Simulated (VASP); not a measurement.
# Sn (Fm-3m) in VASP: a series of runs

Sn is run at these levels: LDA; tasks: single point.

Program: VASP 6.6.1. These are calculated values, not measurements. Logs are shortened: lines on timing, memory, paths and dates and some standing lists are left out, and cuts for length are marked.

### 1 The cell of the first run

It takes space group Fm-3m (No. 225, cubic). The conventional cell has a = 4.695 Å, b = 4.695 Å, c = 4.695 Å, α = 90.00°, β = 90.00°, γ = 90.00°. Within 4.4 Å of Sn (site symmetry m-3m) lie 12 Sn at 3.32 Å.

### 2 Single point, LDA

Contents of INCAR:

```
ALGO = Normal
EDIFF = 1E-6
ENCUT = 520
GGA = CA
ISIF = 2
ISMEAR = -1
LASPH = True
LCHARG = False
LREAL = False
LWAVE = False
NBANDS = 13
NELM = 80
PREC = Accurate
SIGMA = 0.1
```

Contents of KPOINTS:

```
k-points
0
Gamma
  13 13 13
```

Contents of POSCAR:

```
Sn
1.0
    0.0000000000      2.3475394390      2.3475394390
    2.3475394390      0.0000000000      2.3475394390
    2.3475394390      2.3475394390      0.0000000000
Sn
1
Direct
    0.0000000000      0.0000000000      0.0000000000
```

Potentials or basis: VASP PAW LDA potentials, release 64 (Sn_d).

Launch:

```bash
> cat potpaw_LDA.64/Sn_d/POTCAR > POTCAR
> mpirun -np 1 vasp_std > vasp.out
```

OUTCAR:

```text
EDIFF = 1E-6
   ENCUT = 520
   GGA = CA
   ISIF = 2
   ISMEAR = -1
   LASPH = True
   LREAL = False
   NELM = 80
   PREC = Accurate

 ion  position               nearest neighbor table
   1  0.000  0.000  0.000-

  LATTYP: Found a face centered cubic cell.
 ALAT       =     4.6950788780

  Lattice vectors:

 A1 = (   0.0000000000,   2.3475394390,   2.3475394390)
 A2 = (   2.3475394390,   0.0000000000,   2.3475394390)
 A3 = (   2.3475394390,   2.3475394390,   0.0000000000)

Analysis of symmetry for initial positions (statically):
=====================================================================
 Subroutine PRICEL returns:
 Original cell was already a primitive cell.

 Routine SETGRP: Setting up the symmetry group for a
 face centered cubic supercell.

 Subroutine GETGRP returns: Found 48 space group operations
 (whereof 48 operations were pure point group operations)
 out of a pool of 48 trial point group operations.

The static configuration has the point symmetry O_h .

Analysis of symmetry for dynamics (positions and initial velocities):
=====================================================================
 Subroutine PRICEL returns:
 Original cell was already a primitive cell.

 Routine SETGRP: Setting up the symmetry group for a
 face centered cubic supercell.

 Subroutine GETGRP returns: Found 48 space group operations
 (whereof 48 operations were pure point group operations)
 out of a pool of 48 trial point group operations.

The dynamic configuration has the point symmetry O_h .

 Subroutine INISYM returns: Found 48 space group operations
 (whereof 48 operations are pure point group operations),
 and found     1 'primitive' translations

----------------------------------------------------------------------------------------

                                     Primitive cell

  volume of cell :      25.8743

  direct lattice vectors                    reciprocal lattice vectors
     0.000000000  2.347539439  2.347539439    -0.212988967  0.212988967  0.212988967
     2.347539439  0.000000000  2.347539439     0.212988967 -0.212988967  0.212988967
     2.347539439  2.347539439  0.000000000     0.212988967  0.212988967 -0.212988967

  length of vectors
     3.319922113  3.319922113  3.319922113     0.368907712  0.368907712  0.368907712

  position of ions in fractional coordinates (direct lattice)
     0.000000000  0.000000000  0.000000000

  ion indices of the primitive-cell ions
   primitive index   ion index
                 1           1

----------------------------------------------------------------------------------------

 KPOINTS: k-points

Automatic generation of k-mesh.
 Grid dimensions read from file:
 generate k-points for:   13   13   13

 Generating k-lattice:

  Cartesian coordinates                     Fractional coordinates (reciprocal lattice)
    -0.016383767  0.016383767  0.016383767     0.076923077  0.000000000  0.000000000
     0.016383767 -0.016383767  0.016383767     0.000000000  0.076923077  0.000000000
     0.016383767  0.016383767 -0.016383767     0.000000000  0.000000000  0.076923077

  Length of vectors
     0.028377516  0.028377516  0.028377516

  Shift w.r.t. Gamma in fractional coordinates (k-lattice)
     0.000000000  0.000000000  0.000000000

 Subroutine IBZKPT returns following result:
 ===========================================

 Found     84 irreducible k-points:

 Following reciprocal coordinates:
            Coordinates               Weight
  0.000000  0.000000  0.000000      1.000000
  0.076923  0.000000  0.000000      8.000000
  0.153846  0.000000  0.000000      8.000000
  0.230769  0.000000  0.000000      8.000000
  0.307692  0.000000  0.000000      8.000000
  0.384615  0.000000  0.000000      8.000000
[... 16 lines left out ...]
  0.384615  0.153846  0.000000     24.000000
  0.461538  0.153846  0.000000     24.000000
 [... further k-points ...]
   k-points           NKPTS =     84   k-points in BZ     NKDIM =     84   number of bands    NBANDS=     13
   number of dos      NEDOS =    301   number of ions     NIONS =      1
   total plane-waves  NPLWV =  21952
   dimension x,y,z NGX =    28 NGY =   28 NGZ =   28
   dimension x,y,z NGXF=    56 NGYF=   56 NGZF=   56
   ions per type =               1
   NGX,Y,Z   is equivalent  to a cutoff of  14.02, 14.02, 14.02 a.u.
   NGXF,Y,Z  is equivalent  to a cutoff of  28.04, 28.04, 28.04 a.u.
 SYSTEM =  unknown system
   PREC   = accura    normal or accurate (medium, high low for compatibility)
   ISTART =      0    job   : 0-new  1-cont  2-samecut
   ICHARG =      2    charge: 1-file 2-atom 10-const
   ISPIN  =      1    spin polarized calculation?
   LNONCOLLINEAR =      F non collinear calculations
   LSORBIT =      F    spin-orbit coupling
   LASPH  =      T    aspherical Exc in radial PAW
   ENCUT  =  520.0 eV  38.22 Ry    6.18 a.u.   6.17  6.17  6.17*2*pi/ulx,y,z
   NELM   =     80;   NELMIN=  2; NELMDL= -5     # of ELM steps
   EDIFF  = 0.1E-05   stopping-criterion for ELM
   LREAL  =      F    real-space projection
   EDIFFG = 0.1E-04   stopping-criterion for IOM
   NSW    =      0    number of steps for IOM
   IBRION =     -1    ionic relax: 0-MD 1-quasi-New 2-CG
   NFREE  =      0    steps in history (QN), initial steepest desc. (CG)
   ISIF   =      2    stress and relaxation
   ISYM   =      2    0-nonsym 1-usesym 2-fastsym
   POTIM  = 0.5000    time-step for ionic-motion
   TEBEG  =    0.0;   TEEND  =   0.0 temperature during run
   PSTRESS=    0.0 pullay stress
   NELECT =      14.0000    total number of electrons
   NUPDOWN=      -1.0000    fix difference up-down
   EMIN   =  10.00;   EMAX   =-10.00  energy-range for DOS
   EFERMI =   0.00;   METHOD = LEGACY
   ISMEAR =    -1;   SIGMA  =   0.10  broadening in eV -4-tet -1-fermi 0-gaus
   EFERMI_NEDOS =   21; number of points for ismear=-14 and -15
   IALGO  =     38    algorithm
   IMIX   =      4    mixing-type and parameters
     AMIX     =   0.40;   BMIX     =  1.00
     AMIX_MAG =   1.60;   BMIX_MAG =  1.00
  volume/ion in A,a.u.               =      25.87       174.61
  Fermi-wavevector in a.u.,A,eV,Ry     =   1.334017  2.520926 24.212937  1.779601
  Thomas-Fermi vector in A             =   2.462831
   LORBIT       =      0    0 simple, 1 ext, 2 COOP (PROOUT), +10 PAW based schemes
   GGA     = CA    functional components
   LHFCALC =     F    Hartree Fock is set to
   AEXX    =    0.0000 exact exchange contribution
   IVDW    =     0    specifies the selected vdW correction
   LEPSILON=     F    determine dielectric tensor
   LRPA    =     F    only Hartree local field effects (RPA)
 non-spin polarized calculation
  energy-cutoff  :      520.00
  volume of cell :       25.87
 maximum number of plane-waves:       725
 NGX is ok and might be reduce to    28
   NGX = 13   NGY = 13   NGZ = 13

 number of electron      14.0000000 magnetization

 Free energy of the ion-electron system (eV)
  ---------------------------------------------------
  ext. energy  EPLUGINS =         0.00000000
  ---------------------------------------------------
  free energy    TOTEN  =        -4.44857054 eV

  energy without entropy =       -4.43139161  energy(sigma->0) =       -4.43998107

 E-fermi :   8.5173     XC(G=0): -10.8350

 val. band max:        8.4655258527   @ k =   0.3846   0.2308   0.0000
 cond. band min:       8.5563371724   @ k =  -0.3077   0.4615   0.2308
 fundamental gap:      0.0908113198
 Fermi energy:         8.5173480928

 k-point     1 :       0.0000    0.0000    0.0000
  band No.  band energies     occupation
      1     -13.0067      2.00000
      2     -13.0067      2.00000
      3     -13.0067      2.00000
      4     -12.9134      2.00000
      5     -12.9134      2.00000
      6      -3.0430      2.00000
      7      16.4758      0.00000
      8      16.4758      0.00000
      9      16.4758      0.00000
     10      19.2494      0.00000
     11      20.7032      0.00000
     12      20.7032      0.00000
     13      20.7032      0.00000

 k-point     2 :       0.0769    0.0000    0.0000
  band No.  band energies     occupation
      1     -13.0063      2.00000
      2     -13.0009      2.00000
      3     -13.0009      2.00000
      4     -12.9136      2.00000
      5     -12.9136      2.00000
      6      -2.9162      2.00000
      7      15.1300      0.00000
      8      16.2752      0.00000
      9      16.2752      0.00000
     10      18.7667      0.00000
     11      21.0504      0.00000
     12      21.0504      0.00000
     13      22.1466      0.00000

 k-point     3 :       0.1538    0.0000    0.0000
  band No.  band energies     occupation
      1     -13.0057      2.00000
      2     -12.9885      2.00000
      3     -12.9885      2.00000
      4     -12.9105      2.00000
      5     -12.9105      2.00000
      6      -2.5350      2.00000
      7      12.6520      0.00000
      8      15.8260      0.00000
      9      15.8260      0.00000
     10      18.5077      0.00000
     11      21.7456      0.00000
     12      21.7456      0.00000
     13      22.4592      0.00000

 k-point     4 :       0.2308    0.0000    0.0000
  band No.  band energies     occupation
      1     -13.0057      2.00000
      2     -12.9821      2.00000
      3     -12.9821      2.00000
      4     -12.8949      2.00000
      5     -12.8949      2.00000
      6      -1.8988      2.00000
      7      10.1188      0.00000
      8      15.3407      0.00000
      9      15.3407      0.00000
     10      18.3749      0.00000
     11      21.2222      0.00000
     12      21.2222      0.00000
     13      21.4834      0.00000

 k-point     5 :       0.3077    0.0000    0.0000
  band No.  band energies     occupation
      1     -13.0066      2.00000
      2     -12.9859      2.00000
      3     -12.9859      2.00000
      4     -12.8675      2.00000
      5     -12.8675      2.00000
      6      -1.0119      2.00000
      7       7.7481      1.99909
      8      14.9277      0.00000
      9      14.9277      0.00000
     10      18.3439      0.00000
     11      20.3915      0.00000
     12      20.3915      0.00000
     13      20.5526      0.00000

 k-point     6 :       0.3846    0.0000    0.0000
  band No.  band energies     occupation
      1     -13.0081      2.00000
      2     -12.9928      2.00000
      3     -12.9928      2.00000
      4     -12.8407      2.00000
      5     -12.8407      2.00000
      6       0.1000      2.00000
      7       5.6270      2.00000
      8      14.6344      0.00000
      9      14.6344      0.00000
     10      18.4215      0.00000
     11      19.8003      0.00000
     12      19.8003      0.00000
     13      19.8068      0.00000

 k-point     7 :       0.4615    0.0000    0.0000
  band No.  band energies     occupation
      1     -13.0092      2.00000
      2     -12.9975      2.00000
      3     -12.9975      2.00000
      4     -12.8248      2.00000
      5     -12.8248      2.00000
      6       1.2698      2.00000
      7       3.9476      2.00000
      8      14.4829      0.00000
      9      14.4829      0.00000
     10      18.5764      0.00000
     11      19.3130      0.00000
     12      19.4987      0.00000
     13      19.4987      0.00000
[... 193 lines left out ...]
 k-point    20 :       0.1538    0.1538    0.0000
  band No.  band energies     occupation
      1     -13.0294      2.00000
      2     -12.9635      2.00000
      3     -12.9635      2.00000
      4     -12.9376      2.00000
      5     -12.8954      2.00000
      6      -2.3657      2.00000
      7      14.2027      0.00000
      8      14.2027      0.00000
      9      14.4268      0.00000
     10      16.9845      0.00000
     11      19.1188      0.00000
     12      23.9099      0.00000
     13      23.9100      0.00000

 k-point    21 :       0.2308    0.1538    0.0000
  band No.  band energies     occupation
      1     -13.0354      2.00000
      2     -12.9572      2.00000
      3     -12.9470      2.00000
      4     -12.9343      2.00000
      5     -12.8825      2.00000
      6      -1.8991      2.00000
      7      12.0267      0.00000
      8      13.5661      0.00000
      9      14.2633      0.00000
     10      17.0399      0.00000
     11      18.1706      0.00000
     12      23.7783      0.00000
     13      24.5987      0.00000

 k-point    22 :       0.3077    0.1538    0.0000
  band No.  band energies     occupation
      1     -13.0334      2.00000
      2     -12.9684      2.00000
      3     -12.9438      2.00000
      4     -12.9115      2.00000
      5     -12.8585      2.00000
      6      -1.1790      2.00000
      7       9.6366      0.00003
      8      13.1378      0.00000
      9      13.5805      0.00000
     10      16.7437      0.00000
     11      18.9988      0.00000
     12      23.5564      0.00000
     13      23.6097      0.00000

 k-point    23 :       0.3846    0.1538    0.0000
  band No.  band energies     occupation
      1     -13.0276      2.00000
      2     -12.9755      2.00000
      3     -12.9493      2.00000
      4     -12.8897      2.00000
      5     -12.8342      2.00000
      6      -0.2161      2.00000
      7       7.3967      1.99997
      8      12.7711      0.00000
      9      12.9450      0.00000
     10      16.3859      0.00000
     11      20.5801      0.00000
     12      22.6447      0.00000
     13      23.2956      0.00000

 k-point    24 :       0.4615    0.1538    0.0000
  band No.  band energies     occupation
      1     -13.0221      2.00000
      2     -12.9768      2.00000
      3     -12.9567      2.00000
      4     -12.8708      2.00000
      5     -12.8211      2.00000
      6       0.9395      2.00000
      7       5.4277      2.00000
      8      12.0308      0.00000
      9      13.0018      0.00000
     10      16.3080      0.00000
     11      21.6719      0.00000
     12      21.8669      0.00000
     13      23.2592      0.00000

 [... further k-points ...]
[... 5 lines left out ...]
  --------------------------------------------------------------------------------------
  -------------------------------------------------------------------------------------
  Total       -0.0173847     -0.0173847     -0.0173847     -0.0000000      0.0000000      0.0000000
  in kB       -1.0764901     -1.0764901     -1.0764901     -0.0000000      0.0000000      0.0000000
  external PRESSURE =      -1.0764901 kB  Pullay stress =       0.0000000 kB

 VOLUME and BASIS-vectors are now :
 -----------------------------------------------------------------------------
  energy-cutoff  :      520.00
  volume of cell :       25.87
      direct lattice vectors                 reciprocal lattice vectors
     0.000000000  2.347539439  2.347539439    -0.212988967  0.212988967  0.212988967
     2.347539439  0.000000000  2.347539439     0.212988967 -0.212988967  0.212988967
     2.347539439  2.347539439  0.000000000     0.212988967  0.212988967 -0.212988967

 POSITION                                       TOTAL-FORCE (eV/Angst)
 -----------------------------------------------------------------------------------
      0.00000      0.00000      0.00000         0.000000      0.000000     -0.000000
 -----------------------------------------------------------------------------------
    total drift:                               -0.000000     -0.000000     -0.000000

  FREE ENERGIE OF THE ION-ELECTRON SYSTEM (eV)
  ---------------------------------------------------
  free  energy   TOTEN  =        -4.4485705379 eV

  energy  without entropy=       -4.4313916086  energy(sigma->0) =       -4.43998107
```

Run time: 61 s. Hardware: 1 thread of AMD EPYC 7R13, shared host; peak memory 0.12 GiB.

Results:

- Free energy: -4.4486 eV
- Pressure: -0.1 GPa
- Band gap on the k mesh: zero (band 7 reaches 16.48 eV, above the bottom of band 8 at 6.45 eV)

Caveat: spin-orbit coupling is left out, which moves the levels of the heavy elements.

### 3 Single point, LDA (volume scaled by 1.04)

Contents of INCAR:

```
PREC = Accurate
ENCUT = 520
EDIFF = 1E-7
ISMEAR = -1
SIGMA = 0.1
LREAL = F
LASPH = T
NELM = 100
ALGO = Normal
ISIF = 2
LWAVE = F
LCHARG = F
NBANDS = 13
```

Contents of KPOINTS:

```
regular mesh
0
Gamma
  13 13 13
```

Contents of POSCAR:

```
Sn
1.0
    0.0000000000      2.3784316585      2.3784316585
    2.3784316585      0.0000000000      2.3784316585
    2.3784316585      2.3784316585      0.0000000000
Sn
1
Direct
    0.0000000000      0.0000000000      0.0000000000
```

Potentials or basis: VASP PAW LDA potentials, release 64 (Sn_d).

Launch:

```bash
> cat potpaw_LDA.64/Sn_d/POTCAR > POTCAR
> mpirun -np 1 vasp_std > vasp.out
```

Run time: 64 s. Hardware: 1 thread of AMD EPYC 7R13, shared host; peak memory 0.13 GiB.

It converged, with:

| Quantity | Value |
| --- | --- |
| Free energy | -4.4414 eV |
| Pressure | -2.2 GPa |
| Band gap on the k mesh | zero (band 7 reaches 15.65 eV, above the bottom of band 8 at 6.04 eV) |

Levels at points of the mesh, in eV from the Fermi level:
| k point | band 5 | band 6 | band 7 | band 8 | band 9 | band 10 |
| --- | --- | --- | --- | --- | --- | --- |
| (0.00, 0.00, 0.00) | -21.41 | -11.26 | 7.63 | 7.63 | 7.63 | 10.70 |

Caveat: spin-orbit coupling is left out, which moves the levels of the heavy elements.

### 4 Single point, LDA (volume scaled by 1.08)

Contents of INCAR:

```
ALGO = Normal
EDIFF = 1E-6
ENCUT = 520
GGA = CA
ISIF = 2
ISMEAR = -1
LASPH = T
LCHARG = F
LREAL = F
LWAVE = F
NBANDS = 13
NELM = 80
PREC = Accurate
SIGMA = 0.1
```

Contents of KPOINTS:

```
k-points
0
Gamma
  13 13 13
```

Contents of POSCAR:

```
Sn
1.0
    0.0000000000      2.4085415848      2.4085415848
    2.4085415848      0.0000000000      2.4085415848
    2.4085415848      2.4085415848      0.0000000000
Sn
1
Direct
    0.0000000000      0.0000000000      0.0000000000
```

Launch:

```bash
> cat potpaw_LDA.64/Sn_d/POTCAR > POTCAR
> mpirun -np 1 vasp_std > vasp.out
```

Wall time 64 s (1 thread of AMD EPYC 7R13, shared host); peak memory 0.13 GiB.

The run converged. Its results:

* Free energy: -4.4225 eV
* Pressure: -3.8 GPa
* Band gap on the k mesh: zero (band 7 reaches 14.89 eV, above the bottom of band 8 at 5.66 eV)

Levels at points of the mesh, in eV from the Fermi level:
| k point | band 5 | band 6 | band 7 | band 8 | band 9 | band 10 |
| --- | --- | --- | --- | --- | --- | --- |
| (0.00, 0.00, 0.00) | -21.40 | -10.99 | 7.33 | 7.33 | 7.33 | 10.66 |

Caveat: spin-orbit coupling is left out, which moves the levels of the heavy elements.

### 5 The runs side by side

| cell | gap on the mesh (eV) | pressure (GPa) |
| --- | --- | --- |
| a = 3.320 Å, angles 60.0°, 1 atom | none | -0.1 |
| a = 3.364 Å, angles 60.0°, 1 atom | none | -2.2 |
| a = 3.406 Å, angles 60.0°, 1 atom | none | -3.8 |

Alike in all rows: task single point; level LDA; potentials or basis VASP PAW LDA potentials, release 64 (Sn_d); no spin polarisation; k mesh 13 × 13 × 13; cutoff (eV) 520; smearing fermi-dirac 0.1 eV.

Caveats: spin-orbit coupling is left out, which moves the levels of the heavy elements.

Total energies depend on the potentials used, so only differences within one code and one set of settings carry meaning.
